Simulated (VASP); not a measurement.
# Pd (P6_3/mmc) in VASP: settings compared

The runs below take Pd through single point, with LDA, PBEsol, r2SCAN.

Everything below comes from runs of VASP 6.6.1. Logs are shortened: lines on timing, memory, paths and dates and some standing lists are left out, and cuts for length are marked.

## Step 1: The cell of the first run

Symmetry: P6_3/mmc, No. 194, hexagonal system. The conventional cell has a = 2.784 Å, b = 2.784 Å, c = 4.629 Å, α = 90.00°, β = 90.00°, γ = 120.00°. Pd (site symmetry -6m2) has 12 Pd at 2.78 to 2.82 Å within 3.7 Å.

## Step 2: Single point, LDA

INCAR reads:

```
ALGO = Fast
EDIFF = 1E-6
ENCUT = 520
GGA = CA
ISIF = 2
ISMEAR = -1
LASPH = True
LCHARG = False
LREAL = False
LWAVE = False
NBANDS = 17
NELM = 80
PREC = Accurate
SIGMA = 0.05
```

KPOINTS reads:

```
k-points
0
Gamma
  6 6 4
```

POSCAR reads:

```
Pd
1.0
    2.7836650458      0.0000000000      0.0000000000
   -1.3918325229      2.4107246453      0.0000000000
    0.0000000000      0.0000000000      4.6288930000
Pd
2
Direct
    0.3333333333      0.6666666667      0.2500000000
    0.6666666667      0.3333333333      0.7500000000
```

Potentials or basis: VASP PAW LDA potentials, release 64 (Pd).

Launch:

```console
cat potpaw_LDA.64/Pd/POTCAR > POTCAR
mpirun -np 1 vasp_std > vasp.out
```

OUTCAR:

```text
EDIFF = 1E-6
   ENCUT = 520
   GGA = CA
   ISIF = 2
   ISMEAR = -1
   LASPH = True
   LREAL = False
   NELM = 80
   PREC = Accurate

 ion  position               nearest neighbor table
   1  0.333  0.667  0.250-   2 2.82   2 2.82   2 2.82   2 2.82   2 2.82   2 2.82
   2  0.667  0.333  0.750-   1 2.82   1 2.82   1 2.82   1 2.82   1 2.82   1 2.82

  LATTYP: Found a hexagonal cell.
 ALAT       =     2.7836650458
 C/A-ratio  =     1.6628771507

  Lattice vectors:

 A1 = (   2.7836650458,   0.0000000000,   0.0000000000)
 A2 = (  -1.3918325229,   2.4107246453,   0.0000000000)
 A3 = (   0.0000000000,   0.0000000000,   4.6288930000)

Analysis of symmetry for initial positions (statically):
=====================================================================
 Subroutine PRICEL returns:
 Original cell was already a primitive cell.

 Routine SETGRP: Setting up the symmetry group for a
 hexagonal supercell.

 Subroutine GETGRP returns: Found 24 space group operations
 (whereof 12 operations were pure point group operations)
 out of a pool of 24 trial point group operations.

The static configuration has the point symmetry D_3d.
 The point group associated with its full space group is D_6h.

Analysis of symmetry for dynamics (positions and initial velocities):
=====================================================================
 Subroutine PRICEL returns:
 Original cell was already a primitive cell.

 Routine SETGRP: Setting up the symmetry group for a
 hexagonal supercell.

 Subroutine GETGRP returns: Found 24 space group operations
 (whereof 12 operations were pure point group operations)
 out of a pool of 24 trial point group operations.

The dynamic configuration has the point symmetry D_3d.
 The point group associated with its full space group is D_6h.

 Subroutine INISYM returns: Found 24 space group operations
 (whereof 12 operations are pure point group operations),
 and found     1 'primitive' translations

----------------------------------------------------------------------------------------

                                     Primitive cell

  volume of cell :      31.0629

  direct lattice vectors                    reciprocal lattice vectors
     2.783665046  0.000000000  0.000000000     0.359238624  0.207406516  0.000000000
    -1.391832523  2.410724645  0.000000000     0.000000000  0.414813032  0.000000000
     0.000000000  0.000000000  4.628893000     0.000000000  0.000000000  0.216034374

  length of vectors
     2.783665046  2.783665046  4.628893000     0.414813032  0.414813032  0.216034374

  position of ions in fractional coordinates (direct lattice)
     0.333333333  0.666666667  0.250000000
     0.666666667  0.333333333  0.750000000

  ion indices of the primitive-cell ions
   primitive index   ion index
                 1           1
                 2           2

----------------------------------------------------------------------------------------

 KPOINTS: k-points

Automatic generation of k-mesh.
 Grid dimensions read from file:
 generate k-points for:    6    6    4

 Generating k-lattice:

  Cartesian coordinates                     Fractional coordinates (reciprocal lattice)
     0.059873104  0.034567753  0.000000000     0.166666667  0.000000000  0.000000000
     0.000000000  0.069135505  0.000000000     0.000000000  0.166666667  0.000000000
     0.000000000  0.000000000  0.054008593     0.000000000  0.000000000  0.250000000

  Length of vectors
     0.069135505  0.069135505  0.054008593

  Shift w.r.t. Gamma in fractional coordinates (k-lattice)
     0.000000000  0.000000000  0.000000000

 Subroutine IBZKPT returns following result:
 ===========================================

 Found     21 irreducible k-points:

 Following reciprocal coordinates:
            Coordinates               Weight
  0.000000  0.000000  0.000000      1.000000
  0.166667  0.000000  0.000000      6.000000
  0.333333  0.000000  0.000000      6.000000
  0.500000  0.000000  0.000000      3.000000
  0.166667  0.166667  0.000000      6.000000
  0.333333  0.166667  0.000000     12.000000
[... 13 lines left out ...]
  0.333333  0.166667  0.500000     12.000000
  0.333333  0.333333  0.500000      2.000000
   k-points           NKPTS =     21   k-points in BZ     NKDIM =     21   number of bands    NBANDS=     17
   number of dos      NEDOS =    301   number of ions     NIONS =      2
   total plane-waves  NPLWV =  20736
   dimension x,y,z NGX =    24 NGY =   24 NGZ =   36
   dimension x,y,z NGXF=    48 NGYF=   48 NGZF=   72
   ions per type =               2
   NGX,Y,Z   is equivalent  to a cutoff of  14.33, 14.33, 12.93 a.u.
   NGXF,Y,Z  is equivalent  to a cutoff of  28.67, 28.67, 25.86 a.u.
 SYSTEM =  unknown system
   PREC   = accura    normal or accurate (medium, high low for compatibility)
   ISTART =      0    job   : 0-new  1-cont  2-samecut
   ICHARG =      2    charge: 1-file 2-atom 10-const
   ISPIN  =      1    spin polarized calculation?
   LNONCOLLINEAR =      F non collinear calculations
   LSORBIT =      F    spin-orbit coupling
   LASPH  =      T    aspherical Exc in radial PAW
   ENCUT  =  520.0 eV  38.22 Ry    6.18 a.u.   5.18  5.18  8.61*2*pi/ulx,y,z
   NELM   =     80;   NELMIN=  2; NELMDL= -5     # of ELM steps
   EDIFF  = 0.1E-05   stopping-criterion for ELM
   LREAL  =      F    real-space projection
   EDIFFG = 0.1E-04   stopping-criterion for IOM
   NSW    =      0    number of steps for IOM
   IBRION =     -1    ionic relax: 0-MD 1-quasi-New 2-CG
   NFREE  =      0    steps in history (QN), initial steepest desc. (CG)
   ISIF   =      2    stress and relaxation
   ISYM   =      2    0-nonsym 1-usesym 2-fastsym
   POTIM  = 0.5000    time-step for ionic-motion
   TEBEG  =    0.0;   TEEND  =   0.0 temperature during run
   PSTRESS=    0.0 pullay stress
   NELECT =      20.0000    total number of electrons
   NUPDOWN=      -1.0000    fix difference up-down
   EMIN   =  10.00;   EMAX   =-10.00  energy-range for DOS
   EFERMI =   0.00;   METHOD = LEGACY
   ISMEAR =    -1;   SIGMA  =   0.05  broadening in eV -4-tet -1-fermi 0-gaus
   EFERMI_NEDOS =   21; number of points for ismear=-14 and -15
   IALGO  =     68    algorithm
   IMIX   =      4    mixing-type and parameters
     AMIX     =   0.40;   BMIX     =  1.00
     AMIX_MAG =   1.60;   BMIX_MAG =  1.00
  volume/ion in A,a.u.               =      15.53       104.81
  Fermi-wavevector in a.u.,A,eV,Ry     =   1.413636  2.671385 27.189429  1.998367
  Thomas-Fermi vector in A             =   2.535261
   LORBIT       =      0    0 simple, 1 ext, 2 COOP (PROOUT), +10 PAW based schemes
   GGA     = CA    functional components
   LHFCALC =     F    Hartree Fock is set to
   AEXX    =    0.0000 exact exchange contribution
   IVDW    =     0    specifies the selected vdW correction
   LEPSILON=     F    determine dielectric tensor
   LRPA    =     F    only Hartree local field effects (RPA)
 non-spin polarized calculation
 RMM-DIIS sequential band-by-band and
  energy-cutoff  :      520.00
  volume of cell :       31.06
 maximum number of plane-waves:       854
 NGX is ok and might be reduce to    24
   NGX = 11   NGY = 11   NGZ = 17

 number of electron      20.0000008 magnetization

 Free energy of the ion-electron system (eV)
  ---------------------------------------------------
  ext. energy  EPLUGINS =         0.00000000
  ---------------------------------------------------
  free energy    TOTEN  =       -12.81819836 eV

  energy without entropy =      -12.77287876  energy(sigma->0) =      -12.79553856

 E-fermi :   8.7035     XC(G=0): -13.2070

 val. band max:        8.7020566076   @ k =   0.5000   0.0000   0.0000
 cond. band min:       8.7050854870   @ k =   0.3333   0.1667   0.5000
 fundamental gap:      0.0030288794
 Fermi energy:         8.7035312089

 k-point     1 :       0.0000    0.0000    0.0000
  band No.  band energies     occupation
      1       1.8887      2.00000
      2       3.7466      2.00000
      3       5.9758      2.00000
      4       6.1514      2.00000
      5       6.1514      2.00000
      6       6.4795      2.00000
[... 9 lines left out ...]
     16      28.1292      0.00000
     17      30.3024      0.00000

 k-point     2 :       0.1667    0.0000    0.0000
  band No.  band energies     occupation
      1       2.7101      2.00000
      2       4.2579      2.00000
      3       5.6120      2.00000
      4       6.1954      2.00000
      5       6.3033      2.00000
      6       6.6380      2.00000
[... 9 lines left out ...]
     16      27.3472      0.00000
     17      28.4341      0.00000

 k-point     3 :       0.3333    0.0000    0.0000
  band No.  band energies     occupation
      1       4.0221      2.00000
      2       4.2746      2.00000
      3       4.8705      2.00000
      4       6.1280      2.00000
      5       6.3435      2.00000
      6       6.3678      2.00000
[... 9 lines left out ...]
     16      24.5417      0.00000
     17      25.3727      0.00000

 k-point     4 :       0.5000    0.0000    0.0000
  band No.  band energies     occupation
      1       3.8724      2.00000
      2       4.2417      2.00000
      3       4.3539      2.00000
      4       6.1630      2.00000
      5       6.3830      2.00000
      6       6.7004      2.00000
[... 9 lines left out ...]
     16      21.7400      0.00000
     17      22.0992      0.00000
[... 283 lines left out ...]
      1       4.5850      2.00000
      2       4.5850      2.00000
      3       5.5042      2.00000
      4       5.5042      2.00000
      5       5.7933      2.00000
      6       5.7933      2.00000
[... 9 lines left out ...]
     16      23.3410      0.00000
     17      24.1055      0.00000

 k-point    20 :       0.3333    0.1667    0.5000
  band No.  band energies     occupation
      1       4.3683      2.00000
      2       4.3683      2.00000
      3       5.2041      2.00000
      4       5.2041      2.00000
      5       6.5866      2.00000
      6       6.5866      2.00000
[... 9 lines left out ...]
     16      21.7011      0.00000
     17      25.4318      0.00000

 k-point    21 :       0.3333    0.3333    0.5000
  band No.  band energies     occupation
      1       4.9126      2.00000
      2       4.9126      2.00000
      3       5.3387      2.00000
      4       5.3387      2.00000
      5       6.0936      2.00000
      6       6.0936      2.00000
[... 9 lines left out ...]
     16      17.6715      0.00000
     17      27.8561      0.00000

------------------------ aborting loop because EDIFF is reached ----------------------------------------

  FORCE on cell =-STRESS in cart. coord.  units (eV):
  Direction    XX          YY          ZZ          XY          YZ          ZX
  --------------------------------------------------------------------------------------
  -------------------------------------------------------------------------------------
  Total       -3.2602003     -3.2602003     -2.7831997     -0.0000000      0.0000000      0.0000000
  in kB     -168.1562965   -168.1562965   -143.5533142     -0.0000000      0.0000000      0.0000000
  external PRESSURE =    -159.9553024 kB  Pullay stress =       0.0000000 kB

 VOLUME and BASIS-vectors are now :
 -----------------------------------------------------------------------------
  energy-cutoff  :      520.00
  volume of cell :       31.06
      direct lattice vectors                 reciprocal lattice vectors
     2.783665046  0.000000000  0.000000000     0.359238624  0.207406516  0.000000000
    -1.391832523  2.410724645  0.000000000     0.000000000  0.414813032  0.000000000
     0.000000000  0.000000000  4.628893000     0.000000000  0.000000000  0.216034374

 POSITION                                       TOTAL-FORCE (eV/Angst)
 -----------------------------------------------------------------------------------
     -0.00000      1.60715      1.15722        -0.000000      0.000000      0.000000
      1.39183      0.80357      3.47167         0.000000      0.000000      0.000000
 -----------------------------------------------------------------------------------
    total drift:                               -0.000000      0.000000     -0.000000

  FREE ENERGIE OF THE ION-ELECTRON SYSTEM (eV)
  ---------------------------------------------------
  free  energy   TOTEN  =       -12.8181983597 eV

  energy  without entropy=      -12.7728787612  energy(sigma->0) =      -12.79553856
```

It took 18 s on 1 thread of AMD EPYC 7R13, shared host; peak memory 0.11 GiB.

What came out:

```
Free energy            : -12.8182 eV
Pressure               : -16.0 GPa
Band gap on the k mesh : zero (band 10 reaches 8.88 eV, above the bottom of band 11 at 8.06 eV)
```

Levels at points of the mesh, in eV from the Fermi level:
```csv
k point,band 7,band 8,band 9,band 10,band 11,band 12,band 13,band 14
"(0.00, 0.00, 0.00)",-2.22,-1.56,-1.56,-0.21,-0.21,0.94,6.59,17.08
"(0.50, 0.00, 0.00)",-1.64,0.00,0.04,0.18,2.52,4.35,9.31,9.65
"(0.00, 0.00, 0.50)",-2.59,-2.59,-0.65,-0.65,-0.65,-0.65,13.68,13.68
"(0.50, 0.00, 0.50)",-0.42,-0.42,0.11,0.11,2.61,2.61,7.83,7.83
```

Caveat: the k points lie up to 0.43 Å⁻¹ apart.

(Part 1 of 2 ends here.)
